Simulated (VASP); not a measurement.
A run of VASP 6.6.1 is set up as follows.

INCAR

```
SYSTEM = BN
PREC     = Accurate       ! precision mode
ENCUT    = 520            ! plane-wave cutoff, eV
EDIFF    = 1E-6           ! SCF threshold, eV
ISMEAR   = 0              ! smearing method
SIGMA    = 0.05           ! smearing width, eV
LREAL    = .False.        ! projectors in reciprocal space
LASPH    = .True.         ! aspherical terms in the spheres
NELM     = 60             ! most SCF steps
ALGO     = Normal         ! electronic algorithm
ISIF     = 2              ! what is computed and relaxed
LWAVE    = .False.        ! write WAVECAR
LCHARG   = .False.        ! write CHGCAR
GGA      = PE             ! functional
NBANDS   = 16             ! bands
```

The input KPOINTS:

```
regular mesh
0
Gamma
  12 12 6
  0 0 0
```

File POSCAR:

```
BN
1.0
    2.5539396017      0.0000000000      0.0000000000
   -1.2769698009      2.2117765748      0.0000000000
    0.0000000000      0.0000000000      4.2268550000
B N
2 2
Direct
    0.6666666667      0.3333333333      0.9997240000
    0.3333333333      0.6666666667      0.4997240000
    0.7103386106      0.3653034152      0.6252760000
    0.3333333333      0.6666666667      0.1252760000
```

Potentials or basis: VASP PAW PBE potentials, release 64 (B, N).

Launch:

```sh
$ cat potpaw_PBE.64/B/POTCAR potpaw_PBE.64/N/POTCAR > POTCAR
$ mpirun -np 1 vasp_std > vasp.out
```

**Question.** Predict the band gap on the k mesh.

**Answer.** 4.86 eV, indirect (least direct gap 7.75 eV).

**Question.** Estimate the largest force.

**Answer.** 2.779 eV/Å.

**Question.** What does it give for the pressure?

**Answer.** 1.8 GPa.

Forces in eV/Å, atoms in the order of the input:
```
B    0.352  0.339 -0.015
B    1.739  1.385 -0.265
N   -2.134 -1.758  0.284
N    0.043  0.035 -0.004
```

Caveat: the cell differs from its parent crystal (atom 3 (N) moved by (+0.100, +0.000) A along [1 1 0] and z); forces of over 1 eV/Å act on the atoms, so gaps and moduli don't describe the material at rest. A k mesh can miss the band edges.
